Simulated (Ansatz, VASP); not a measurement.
**One calculation of Ga, two programs**

```
Ga
1.0
     2.23280   -3.78418    0.00000
     2.23280    3.78418    0.00000
     0.00000    0.00000    4.51670
Ga
4
Direct
  0.15250 0.84750 0.07850
  0.65250 0.34750 0.42150
  0.84750 0.15250 0.92150
  0.34750 0.65250 0.57850
```

Change from the starting cell: equal xx and yy strain of -1 %.

Alike in both runs: task single point; functional PBEsol; k mesh 9 × 9 × 8; occupations fermi-dirac, width 0.05 eV; no spin polarisation.

```csv
,VASP,Ansatz
version,VASP 6.6.1,Ansatz 0.2.0
potentials or method,"VASP PAW PBE potentials, release 64 (Ga_d), cutoff 520 eV","all-electron LAPW, scalar-relativistic"
```

```tsv
	VASP	Ansatz	Ansatz less VASP
pressure (GPa)	0.0	0.0	-0.02
traceless stress, the component that is largest in VASP (GPa)	2.20	2.20	+0.002
rms of the force components (eV/Å)	0.278	0.281	+0.0026
```

VASP's potentials were made for PBE, not for PBEsol. Atom by atom the forces differ by 0.003 eV/Å (rms over components). Ansatz ran all-electron here, and VASP with PAW potentials.
